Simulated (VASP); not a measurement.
# ScAlN2: single point with PBE

The system is ScAlN2.

```
Sc N Al
1.0
     2.99300    0.00000    0.00000
     0.00000    2.99300    0.00000
     0.00000    0.00000    4.24576
Sc N Al
1 2 1
Direct
  0.00000 0.00000 0.00000
  0.00000 0.00000 0.50000
  0.50000 0.50000 0.00000
  0.50000 0.50000 0.50000
```

This cell differs from its parent crystal: volume changed by -5%.

```yaml
Program: VASP 6.6.1
Task: single point
Functional: PBE
Potentials_or_basis: VASP PAW PBE potentials, release 64 (Sc_sv, N, Al)
Cutoff: 520 eV
k_mesh: 4 × 4 × 4
Occupations: gaussian, width 0.01 eV
Spin: no spin polarisation
```

| Quantity | Value |
| --- | --- |
| Pressure | 17.8 GPa |
| Band gap on the k mesh | 0.52 eV, direct |

Stress tensor (GPa, compression positive):
```
18.26  0.00  0.00
 0.00 18.26  0.00
 0.00  0.00 17.00
```

Levels at points of the mesh, in eV from the valence-band top:
```tsv
k point	band 9	band 10	band 11	band 12	band 13	band 14	band 15	band 16
(0.00, 0.00, 0.00)	-2.24	-0.05	0.00	0.00	0.52	2.86	3.97	3.97
(0.50, 0.00, 0.00)	-4.68	-3.11	-1.71	-1.39	4.59	4.86	5.50	6.82
(0.50, 0.50, 0.00)	-3.20	-1.24	-1.24	-0.75	1.06	1.06	2.46	6.04
(0.00, 0.00, 0.50)	-2.39	-2.39	-0.48	-0.48	0.82	4.85	5.48	5.48
(0.50, 0.00, 0.50)	-3.17	-3.07	-1.80	-1.63	5.02	5.40	5.72	5.72
(0.50, 0.50, 0.50)	-4.35	-3.01	-2.26	-2.26	4.04	4.04	5.96	6.55
```

Wall time 20 s on 1 thread of AMD EPYC 7R13, with other jobs on the host, peak memory 0.12 GiB.

Caveat: the k points lie up to 0.52 Å⁻¹ apart. A k mesh can miss the band edges.
